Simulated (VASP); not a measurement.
Here is a VASP 6.6.1 calculation.

The input INCAR:

```
PREC = Accurate ; ENCUT = 520
EDIFF = 1E-6 ; ISMEAR = -1
SIGMA = 0.05 ; LREAL = False
LASPH = True ; NELM = 80
ALGO = Normal ; ISIF = 2
LWAVE = False ; LCHARG = False
GGA = PS ; NBANDS = 16
```

File KPOINTS:

```
regular mesh
0
Gamma
  12 12 12
```

The input POSCAR:

```
AlRu
1.0
    2.9305298028      0.0000000000      0.0000000000
    0.0000000000      2.9305298028      0.0000000000
    0.0000000000      0.0000000000      2.9305298028
Al Ru
1 1
Direct
    0.0000000000      0.0000000000      0.0000000000
    0.5000000000      0.5000000000      0.5000000000
```

Potentials or basis: VASP PAW PBE potentials, release 64 (Al, Ru_pv).

The run is started by

```bash
$ cat potpaw_PBE.64/Al/POTCAR potpaw_PBE.64/Ru_pv/POTCAR > POTCAR
$ mpirun -np 1 vasp_std > vasp.out
```

(1) Estimate the pressure.

Answers

(1) 11.3 GPa.

Caveat: the PAW data sets were made with another functional, which shifts forces and pressure a little.
